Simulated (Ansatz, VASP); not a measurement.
# Ti3Al in VASP and in Ansatz

The input POSCAR:

```
Ti3Al
1.0
    2.8677796942      0.0000000000      0.0000000000
   -1.4338898471      2.4835700677      0.0000000000
    0.0000000000      0.0000000000      9.0380160492
Ti Al
3 1
Direct
    0.3333333333      0.6666666667      0.2494060000
    0.3333333333      0.6666666667      0.7505940000
    0.6666666667      0.3333333333      0.0000000000
    0.6666666667      0.3333333333      0.5000000000
```

INCAR.step1

```
SYSTEM = Ti3Al
ALGO = Normal ; EDIFF = 1E-4
ENCUT = 520 ; GGA = PE
ISMEAR = -1 ; LASPH = .True.
LCHARG = .False. ; LREAL = .False.
LWAVE = .True. ; NBANDS = 28
NELM = 60 ; PREC = Accurate
SIGMA = 0.05
```

INCAR.step2

```
SYSTEM = Ti3Al
ALGO = Normal ; EDIFF = 1E-6
ENCUT = 520 ; ISIF = 2
ISMEAR = -1 ; ISTART = 1
LASPH = .True. ; LCHARG = .False.
LMIXTAU = .True. ; LREAL = .False.
LWAVE = .False. ; METAGGA = R2SCAN
NBANDS = 28 ; NELM = 60
PREC = Accurate ; SIGMA = 0.05
```

The input KPOINTS:

```
k-points
0
Gamma
  10 10 3
  0 0 0
```

Contents of input.yaml:

```yaml
crystal:
  lattice:
    - [2.8677796942, 0.0, 0.0]
    - [-1.4338898471, 2.4835700677, 0.0]
    - [0.0, 0.0, 9.0380160492]
  atoms:
    - { symbol: Ti, position: [0.3333333333, 0.6666666667, 0.249406] }
    - { symbol: Ti, position: [0.3333333333, 0.6666666667, 0.750594] }
    - { symbol: Ti, position: [0.6666666667, 0.3333333333, 0.0] }
    - { symbol: Al, position: [0.6666666667, 0.3333333333, 0.5] }
hamiltonian:
  xc: r2scan
  pseudopotentials: { kind: paw }
kpoints:
  mp_grid: { grid: [10, 10, 3] }
scf:
  occupations: { method: fermi_dirac, width: 0.05 }
output:
  forces: true
  stress: true
  eigenvalues: true
  write_density: true
  write_potential: true
  elf: true
  volumetric_format: npy
```

Alike in both runs: task single point; functional r2SCAN; k mesh 10 × 10 × 3; occupations fermi-dirac, width 0.05 eV; no spin polarisation.

```csv
,VASP,Ansatz
version,VASP 6.6.1,Ansatz 0.2.0
potentials or method,"VASP PAW PBE potentials, release 64 (Ti_sv, Al)",Ansatz PAW
plane-wave cutoff (eV),520,500
valence electrons in the cell,39,39
```

```csv
,VASP,Ansatz,Ansatz less VASP
gap on the k mesh at the Fermi level (eV),none,none,-
pressure (GPa),7.4,7.1,-0.27
"traceless stress, the component that is largest in VASP (GPa)",0.42,0.41,-0.015
rms of the force components (eV/Å),0.018,0.010,-0.0080
```

VASP's potentials were made for PBE, not for r2SCAN. Atom by atom the forces differ by 0.008 eV/Å (rms over components). A gap of «none» marks a metal or a gap that the smearing closes. With one functional, cell and mesh, what is left measures potentials, basis and numerics.
